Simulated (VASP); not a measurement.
Crystal: CdSe.

```
Cd Se
1.0
    -0.11530    3.04451    3.04451
     3.04451   -0.11530    3.04451
     3.04451    3.04451   -0.11530
Cd Se
1 1
Cartesian
  -0.0222 -0.0222 -0.0222
  1.5157 1.5157 1.5157
```

This cell differs from its parent crystal: epitaxial 111 strain +3.0%.

Base run:

* Program: VASP 6.6.1
* Functional: r2SCAN
* Potentials or basis: VASP PAW PBE potentials, release 64 (Cd, Se)
* Cutoff: 520 eV
* k mesh: 8 × 8 × 8
* Occupations: gaussian, width 0.01 eV
* Spin: no spin polarisation

Its results: band gap on the k mesh 0.82 eV, direct; pressure -1.5 GPa; largest force 0.013 eV/Å.

Question: The run is repeated on the same cell with these changes: functional from r2SCAN to PBE; k mesh from 8 × 8 × 8 to 4 × 4 × 4. What comes out?

Answer: Band gap on the k mesh 0.38 eV, direct; pressure 0.2 GPa; largest force 0.012 eV/Å.

Several settings changed at once, so the effect can't be laid on one alone.

Caveats: some runs use coarse meshes; the PAW data sets were made with another functional, which shifts forces and pressure a little (some runs).

